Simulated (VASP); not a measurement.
A run of VASP 6.6.1:

The input POSCAR:

```
SiC
1.0
    3.0751950076      0.0000000000      0.0000000000
   -1.5375975038      2.6631969982      0.0000000000
    0.0000000000      0.0000000000      5.0481668526
Si C
2 2
Direct
    0.3333333333      0.6666666667      0.0046028828
    0.6666666667      0.3333333333      0.5046028828
    0.2607945142      0.6135645656      0.3605879463
    0.6666666667      0.3333333333      0.8803971172
```

File INCAR.step1:

```
SYSTEM = SiC
ALGO = Normal ; EDIFF = 1E-4
ENCUT = 520 ; GGA = PE
ISMEAR = 0 ; LASPH = .TRUE.
LCHARG = .FALSE. ; LREAL = .FALSE.
LWAVE = .TRUE. ; NBANDS = 16
NELM = 60 ; PREC = Accurate
SIGMA = 0.05
```

File INCAR.step2:

```
SYSTEM = SiC
ALGO = Normal ; EDIFF = 1E-6
ENCUT = 520 ; ISIF = 2
ISMEAR = 0 ; ISTART = 1
LASPH = .TRUE. ; LCHARG = .TRUE.
LELF = .TRUE. ; LMIXTAU = .TRUE.
LREAL = .FALSE. ; LVHAR = .TRUE.
LWAVE = .FALSE. ; METAGGA = R2SCAN
NBANDS = 16 ; NELM = 60
PREC = Accurate ; SIGMA = 0.05
```

The input KPOINTS:

```
k-points
0
G
  12 12 6
  0 0 0
```

Potentials or basis: VASP PAW PBE potentials, release 64 (Si, C).

Command:

```sh
$ cat potpaw_PBE.64/Si/POTCAR potpaw_PBE.64/C/POTCAR > POTCAR
$ cp INCAR.step1 INCAR
$ mpirun -np 1 vasp_std > vasp.out
$ cp INCAR.step2 INCAR
$ mpirun -np 1 vasp_std > vasp.out
```

Hardware: 1 thread of Oxide Virtual Turin-like Processor, with other jobs on the host.

Estimate the wall time of this run.

It took 19 min on 1 thread of Oxide Virtual Turin-like Processor, on a shared host, peak memory 0.31 GiB. Counts: k points 436.
